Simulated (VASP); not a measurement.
Write the native input for VASP 6.6.1 that does the following.

```yaml
Task: single point
Functional: PBE
Potentials_or_basis: VASP PAW PBE potentials, release 64 (Nb_sv, Sc_sv)
Cutoff: 520 eV
k_mesh: 10 × 10 × 5
Occupations: fermi-dirac, width 0.05 eV
Spin: no spin polarisation
Dipole_correction: no
Further_INCAR_settings: ALGO = Fast; EDIFF = 1e-07; NBANDS = 19
```

The structure of ScNb lies in POSCAR:

```
ScNb
1.0
    3.0450689469      0.0000000000      0.0000000000
   -1.5225344734      2.6371070642      0.0000000000
    0.0000000000      0.0000000000      5.0381514038
Nb Sc
1 1
Direct
    0.3333333333      0.6666666667      0.5000000000
    0.0000000000      0.0000000000      0.0000000000
```

These files were run (other wordings do the same):

INCAR

```
PREC = Accurate
ENCUT = 520
EDIFF = 1E-7
ISMEAR = -1
SIGMA = 0.05
LREAL = False
LASPH = True
NELM = 100
ALGO = Fast
ISIF = 2
LWAVE = False
LCHARG = False
GGA = PE
NBANDS = 19
```

KPOINTS

```
regular mesh
0
Gamma
  10 10 5
```

Potentials or basis: VASP PAW PBE potentials, release 64 (Nb_sv, Sc_sv).

Command:

```bash
$ cat potpaw_PBE.64/Nb_sv/POTCAR potpaw_PBE.64/Sc_sv/POTCAR > POTCAR
$ mpirun -np 1 vasp_std > vasp.out
```

It gave:

```yaml
Pressure: 1.9 GPa
Band_gap_on_the_k_mesh: zero (bands 12 and 13 overlap by 0.89 eV)
```

Wall time 3.7 min on 1 thread of Intel Xeon 8259CL, with other jobs on the host, peak memory 0.15 GiB.
